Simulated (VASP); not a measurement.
# Ge (P2_1/m) in VASP: single point with PBE

Aim: the single point of Ge with PBE.

Program: VASP 6.6.1. These are calculated values, not measurements. Logs are shortened: lines on timing, memory, paths and dates and some standing lists are left out, and cuts for length are marked.

**1. The cell of the first run**

The structure is monoclinic, space group P2_1/m (No. 11). Conventional cell: a = 2.744 Å, b = 3.809 Å, c = 3.920 Å, α = 90.00°, β = 93.04°, γ = 90.00°. Within 3.6 Å of Ge (site symmetry m) lie 6 Ge at 2.73 to 2.74 Å.

**2. Single point, PBE**

INCAR reads:

```
SYSTEM = Ge
  PREC = Accurate
  ENCUT = 520
  EDIFF = 1E-6
  ISMEAR = 0
  SIGMA = 0.1
  LREAL = .FALSE.
  LASPH = .TRUE.
  NELM = 100
  ALGO = Normal
  ISIF = 2
  LWAVE = .FALSE.
  LCHARG = .FALSE.
  GGA = PE
  NBANDS = 21
```

KPOINTS reads:

```
regular mesh
0
G
  6 4 4
  0 0 0
```

POSCAR reads:

```
Ge
1.0
    2.7437253400      0.0000000000      0.0000000000
    0.0000000000      3.8088990500      0.0000000000
   -0.2079722000      0.0000000000      3.9144742400
Ge
2
Direct
    0.5023862900      0.2500000000      0.7493686900
    0.4976137100      0.7500000000      0.2506313100
```

Potentials or basis: VASP PAW PBE potentials, release 64 (Ge_d).

Launch:

```sh
cat potpaw_PBE.64/Ge_d/POTCAR > POTCAR
mpirun -np 1 vasp_std > vasp.out
```

OUTCAR:

```text
SYSTEM = Ge
   PREC = Accurate
   ENCUT = 520
   EDIFF = 1E-6
   ISMEAR = 0
   LREAL = .FALSE.
   LASPH = .TRUE.
   NELM = 100
   ISIF = 2
   GGA = PE

 ion  position               nearest neighbor table
   1  0.502  0.250  0.749-   2 2.73   2 2.73   2 2.74   2 2.74
   2  0.498  0.750  0.251-   1 2.73   1 2.73   1 2.74   1 2.74

  LATTYP: Found a simple monoclinic cell.
 ALAT       =     2.7437253400
 B/A-ratio  =     1.3882216979
 C/A-ratio  =     1.4287126229
 COS(beta)  =    -0.0530542000

  Lattice vectors:

 A1 = (   2.7437253400,   0.0000000000,   0.0000000000)
 A2 = (   0.0000000000,   3.8088990500,   0.0000000000)
 A3 = (  -0.2079722000,   0.0000000000,   3.9144742400)

Analysis of symmetry for initial positions (statically):
=====================================================================
 Subroutine PRICEL returns:
 Original cell was already a primitive cell.

 Routine SETGRP: Setting up the symmetry group for a
 simple monoclinic supercell.

 Subroutine GETGRP returns: Found  4 space group operations
 (whereof  2 operations were pure point group operations)
 out of a pool of  4 trial point group operations.

The static configuration has the point symmetry S_2 .
 The point group associated with its full space group is C_2h.

Analysis of symmetry for dynamics (positions and initial velocities):
=====================================================================
 Subroutine PRICEL returns:
 Original cell was already a primitive cell.

 Routine SETGRP: Setting up the symmetry group for a
 simple monoclinic supercell.

 Subroutine GETGRP returns: Found  4 space group operations
 (whereof  2 operations were pure point group operations)
 out of a pool of  4 trial point group operations.

The dynamic configuration has the point symmetry S_2 .
 The point group associated with its full space group is C_2h.

 Subroutine INISYM returns: Found  4 space group operations
 (whereof  2 operations are pure point group operations),
 and found     1 'primitive' translations

----------------------------------------------------------------------------------------

                                     Primitive cell

  volume of cell :      40.9085

  direct lattice vectors                    reciprocal lattice vectors
     2.743725340  0.000000000  0.000000000     0.364467968  0.000000000  0.019363828
[... 76 lines left out ...]
 SYSTEM =  Ge
   PREC   = accura    normal or accurate (medium, high low for compatibility)
   ISTART =      0    job   : 0-new  1-cont  2-samecut
   ICHARG =      2    charge: 1-file 2-atom 10-const
   ISPIN  =      1    spin polarized calculation?
   LNONCOLLINEAR =      F non collinear calculations
   LSORBIT =      F    spin-orbit coupling
   LASPH  =      T    aspherical Exc in radial PAW
   ENCUT  =  520.0 eV  38.22 Ry    6.18 a.u.   5.10  7.08  7.29*2*pi/ulx,y,z
   NELM   =    100;   NELMIN=  2; NELMDL= -5     # of ELM steps
   EDIFF  = 0.1E-05   stopping-criterion for ELM
   LREAL  =      F    real-space projection
   EDIFFG = 0.1E-04   stopping-criterion for IOM
   NSW    =      0    number of steps for IOM
   IBRION =     -1    ionic relax: 0-MD 1-quasi-New 2-CG
   NFREE  =      0    steps in history (QN), initial steepest desc. (CG)
   ISIF   =      2    stress and relaxation
   ISYM   =      2    0-nonsym 1-usesym 2-fastsym
   POTIM  = 0.5000    time-step for ionic-motion
   TEBEG  =    0.0;   TEEND  =   0.0 temperature during run
   PSTRESS=    0.0 pullay stress
   NELECT =      28.0000    total number of electrons
   NUPDOWN=      -1.0000    fix difference up-down
   EMIN   =  10.00;   EMAX   =-10.00  energy-range for DOS
   EFERMI =   0.00;   METHOD = LEGACY
   ISMEAR =     0;   SIGMA  =   0.10  broadening in eV -4-tet -1-fermi 0-gaus
   EFERMI_NEDOS =   21; number of points for ismear=-14 and -15
   IALGO  =     38    algorithm
   IMIX   =      4    mixing-type and parameters
     AMIX     =   0.40;   BMIX     =  1.00
     AMIX_MAG =   1.60;   BMIX_MAG =  1.00
  volume/ion in A,a.u.               =      20.45       138.03
  Fermi-wavevector in a.u.,A,eV,Ry     =   1.442745  2.726393 28.320717  2.081514
  Thomas-Fermi vector in A             =   2.561231
   LORBIT       =      0    0 simple, 1 ext, 2 COOP (PROOUT), +10 PAW based schemes
   GGA     = PE    functional components
   LHFCALC =     F    Hartree Fock is set to
   AEXX    =    0.0000 exact exchange contribution
   IVDW    =     0    specifies the selected vdW correction
   LEPSILON=     F    determine dielectric tensor
   LRPA    =     F    only Hartree local field effects (RPA)
 non-spin polarized calculation
 Gauss-broadening in eV      SIGMA  =   0.10
  energy-cutoff  :      520.00
  volume of cell :       40.91
 maximum number of plane-waves:      1122
   NGX = 11   NGY = 15   NGZ = 15

 number of electron      28.0000014 magnetization

 Free energy of the ion-electron system (eV)
  ---------------------------------------------------
  ext. energy  EPLUGINS =         0.00000000
  ---------------------------------------------------
  free energy    TOTEN  =        -8.47196047 eV

  energy without entropy =       -8.46625831  energy(sigma->0) =       -8.46910939

 E-fermi :   5.5257     XC(G=0): -10.7800

 val. band max:        5.5197035347   @ k =   0.3333   0.5000   0.2500
 cond. band min:       5.7249216093   @ k =  -0.3333   0.5000   0.2500
 fundamental gap:      0.2052180746
 Fermi energy:         5.5257390829

 k-point     1 :       0.0000    0.0000    0.0000
  band No.  band energies     occupation
      1     -18.9904      2.00000
      2     -18.9900      2.00000
      3     -18.9101      2.00000
      4     -18.8911      2.00000
      5     -18.8236      2.00000
      6     -18.8153      2.00000
[... 565 lines left out ...]
     20      16.7210      0.00000
     21      17.7298      0.00000

 [... further k-points ...]
[... 5 lines left out ...]
  --------------------------------------------------------------------------------------
  -------------------------------------------------------------------------------------
  Total        0.1236296     -0.6139746     -0.2109625      0.0000000      0.0000000     -0.2596704
  in kB        4.8419406    -24.0462565     -8.2623250      0.0000000      0.0000000    -10.1699639
  external PRESSURE =      -9.1555469 kB  Pullay stress =       0.0000000 kB

 VOLUME and BASIS-vectors are now :
 -----------------------------------------------------------------------------
  energy-cutoff  :      520.00
  volume of cell :       40.91
      direct lattice vectors                 reciprocal lattice vectors
     2.743725340  0.000000000  0.000000000     0.364467968  0.000000000  0.019363828
     0.000000000  3.808899050  0.000000000     0.000000000  0.262543057  0.000000000
    -0.207972200  0.000000000  3.914474240     0.000000000  0.000000000  0.255462149

 POSITION                                       TOTAL-FORCE (eV/Angst)
 -----------------------------------------------------------------------------------
      1.22256      0.95222      2.93338        -0.006478     -0.000000      0.017259
      1.31319      2.85667      0.98109         0.006478      0.000000     -0.017259
 -----------------------------------------------------------------------------------
    total drift:                               -0.000000      0.000000      0.000000

  FREE ENERGIE OF THE ION-ELECTRON SYSTEM (eV)
  ---------------------------------------------------
  free  energy   TOTEN  =        -8.4719604709 eV

  energy  without entropy=       -8.4662583069  energy(sigma->0) =       -8.46910939
```

OSZICAR:

```text
N       E                     dE             d eps       ncg     rms          rms(c)
DAV:   1     0.184174810524E+03    0.18417E+03   -0.14463E+04  2022   0.375E+03
DAV:   2     0.172882019518E+02   -0.16689E+03   -0.16164E+03  1769   0.607E+02
DAV:   3    -0.767759304890E+01   -0.24966E+02   -0.24790E+02  2004   0.138E+02
DAV:   4    -0.846660373155E+01   -0.78901E+00   -0.78775E+00  2002   0.278E+01
DAV:   5    -0.847885853505E+01   -0.12255E-01   -0.12254E-01  2005   0.391E+00    0.185E+00
DAV:   6    -0.847279727745E+01    0.60613E-02   -0.16237E-02  2369   0.202E+00    0.105E+00
DAV:   7    -0.847194382805E+01    0.85345E-03   -0.10786E-02  2380   0.150E+00    0.107E-01
DAV:   8    -0.847196047478E+01   -0.16647E-04   -0.16747E-03  2291   0.728E-01    0.389E-02
DAV:   9    -0.847196043198E+01    0.42802E-07   -0.59914E-05  2314   0.121E-01    0.754E-03
DAV:  10    -0.847196047090E+01   -0.38920E-07   -0.36158E-06  1892   0.224E-02
   1 F= -.84719605E+01 E0= -.84691094E+01  d E =-.570216E-02
```

stdout:

```text
POSCAR found type information on POSCAR Ge
 POSCAR found :  1 types and       2 ions
 scaLAPACK will be used
 LDA part: xc-table for (Slater+PW92), standard interpolation
 POSCAR, INCAR and KPOINTS ok, starting setup
 FFT: planning ... GRIDC
 FFT: planning ... GRID_SOFT
 FFT: planning ... GRID
 WAVECAR not read
 entering main loop
```

Wall time 29 s (1 thread of Intel Xeon 8259CL, shared host); peak memory 0.16 GiB.

Results:

| Property | Result |
| --- | --- |
| Free energy | -8.4720 eV |
| Pressure | -0.9 GPa |
| Largest force | 0.018 eV/Å |
| Band gap on the k mesh | zero (band 14 reaches 6.66 eV, above the bottom of band 15 at 3.50 eV) |

Forces on the atoms (eV/Å):
```
Ge  -0.006  0.000  0.017
Ge   0.006  0.000 -0.017
```

Stress tensor (GPa, compression positive):
```
 0.48  0.00 -1.02
 0.00 -2.40  0.00
-1.02  0.00 -0.83
```

Caveat: the k points lie up to 0.41 Å⁻¹ apart.
